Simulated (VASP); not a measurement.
Here is a VASP 6.6.1 calculation.

Contents of INCAR:

```
SYSTEM = Y
ALGO = Normal
EDIFF = 1E-7
EDIFFG = -0.03
ENCUT = 600
IBRION = 2
ISIF = 3
ISMEAR = 1
LASPH = .TRUE.
LCHARG = .FALSE.
LREAL = .FALSE.
LWAVE = .FALSE.
NELM = 60
NSW = 80
PREC = Accurate
PSTRESS = 200.0
SIGMA = 0.1
```

File KPOINTS:

```
k-points
0
G
  7 7 4
  0 0 0
```

Contents of POSCAR:

```
Y
1.0
    3.6000000000      0.0000000000      0.0000000000
   -1.8000000000      3.1176914536      0.0000000000
    0.0000000000      0.0000000000      5.8788000000
Y
2
Direct
    0.3333333333      0.6666666667      0.2500000000
    0.6666666667      0.3333333333      0.7500000000
```

Potentials or basis: VASP PAW LDA potentials, release 64 (Y_sv).

Run with:

```sh
$ cat potpaw_LDA.64/Y_sv/POTCAR > POTCAR
$ mpirun -np 1 vasp_std > vasp.out
```

Task: What does it give for the relaxed cell?

Result: a = 3.160 Å, b = 3.160 Å, c = 5.183 Å, α = 90.00°, β = 90.00°, γ = 120.00°.

Task: Predict the relaxed volume.

Result: 22.41 Å³/atom.

The path:
| step | energy change (eV) | largest force (eV/Å) | pressure (GPa) | volume (Å³) |
| --- | --- | --- | --- | --- |
| 1 | 0.0000 | 0.0000 | -3.87 | 65.98 |
| 2 | 5.3760 | 0.0000 | 91.76 | 29.28 |
| 3 | 0.4844 | 0.0000 | 16.41 | 46.54 |
| 4 | 0.6454 | 0.0000 | 19.48 | 45.10 |
| 5 | 0.6908 | 0.0000 | 20.31 | 44.74 |
| 6 | 0.6953 | 0.0000 | 20.37 | 44.69 |
| 7 | 0.7018 | 0.0000 | 20.45 | 44.63 |
| 8 | 0.6467 | 0.0000 | 19.47 | 45.07 |
| 9 | 0.6769 | 0.0000 | 20.03 | 44.82 |

Caveat: the cell is relaxed towards a set pressure, so the run minimises the enthalpy, not the energy; the volume moved by over 15 % at a fixed basis, so the end points are rough.
